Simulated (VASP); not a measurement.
# CdS: single point with LDA

The system is CdS.

```
CELL_PARAMETERS angstrom
4.26117 0.00000 0.00000
-2.13058 3.69028 0.00000
0.00000 0.00000 5.80417
ATOMIC_POSITIONS crystal
Cd 0.00000 0.00000 0.44269
S 0.70731 0.35365 0.43380
```

This cell differs from its parent crystal: all S atoms moved -0.150 Å, as atom 2 towards its neighbour atom 1 (Cd) at 2.461 Å.

```
Program             : VASP 6.6.1
Task                : single point
Functional          : LDA
Potentials or basis : VASP PAW LDA potentials, release 64 (Cd_sv_GW, S)
Cutoff              : 630 eV
k mesh              : 9 × 9 × 6
Occupations         : gaussian, width 0.05 eV
Spin                : no spin polarisation
```

```yaml
Pressure: -2.1 GPa
Largest_force: 0.765 eV/Å
Band_gap_on_the_k_mesh: 1.10 eV (least direct gap 1.11 eV)
```

Forces in eV/Å, atoms in the order of the input:
```
Cd   0.662  0.382 -0.020
S   -0.662 -0.382  0.020
```

Stress tensor (GPa, compression positive):
```
-3.84 -1.32  0.06
-1.32 -2.31  0.03
 0.06  0.03 -0.18
```

Levels at points of the mesh, in eV from the valence-band top:
| k point | band 9 | band 10 | band 11 | band 12 | band 13 | band 14 | band 15 | band 16 | band 17 | band 18 |
| --- | --- | --- | --- | --- | --- | --- | --- | --- | --- | --- |
| (0.00, 0.00, 0.00) | -7.36 | -7.15 | -1.27 | -0.49 | -0.01 | 1.10 | 5.28 | 6.26 | 6.62 | 6.97 |
| (0.00, 0.00, 0.50) | -7.36 | -7.14 | -1.50 | -0.49 | 0.00 | 1.38 | 4.74 | 6.30 | 7.02 | 8.97 |

Wall time 5.1 min on 1 thread of Intel(R) Xeon(R) Platinum 8259CL CPU @ 2.50GHz (Skylake/Cascade Lake), on a shared host, peak memory 0.5 GiB.

Caveat: the cell differs from its parent crystal (all S atoms moved -0.150 Å, as atom 2 towards its neighbour atom 1 (Cd) at 2.461 Å). A k mesh can miss the band edges.
